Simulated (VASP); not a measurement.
Runs of VASP 6.6.1 on TaSn. The structure is that of space group P4/mmm (No. 123), or close to it. The cells are those of the table. 

| task | cell | k mesh | cutoff (eV) | gap on the mesh (eV) | pressure (GPa) |
| --- | --- | --- | --- | --- | --- |
| relaxation of cell and atoms | relaxed from a = 3.235, b = 3.235, c = 4.240 Å, 2 atoms | 6 × 6 × 4 | 600 | none | 0.0 |
| single point | a = 3.200, b = 3.200, c = 3.836 Å, 2 atoms | 18 × 18 × 14 | 520 | none | (a) |
| single point | a = 3.235, b = 3.235, c = 4.240 Å, 2 atoms | 6 × 6 × 4 | 520 | none | -12.7 |
| single point | a = 3.199, b = 3.199, c = 3.834 Å, 2 atoms | 6 × 6 × 4 | 520 | none | 0.2 |

Alike in all rows: level r2SCAN; potentials or basis VASP PAW PBE potentials, release 64 (Ta_pv, Sn_d); no spin polarisation; smearing gaussian 0.1 eV.

Problem. Fill in the values left out.

Solution. (a) 0.3.

Caveats: some runs use coarse meshes; the PAW data sets were made with another functional, which shifts forces and pressure a little; spin-orbit coupling is left out, which moves the levels of the heavy elements.

A k mesh can miss the band edges, and the runs leave out spin-orbit coupling on Sn, Ta.

A gap of «none» marks levels without a gap at the run's occupations.
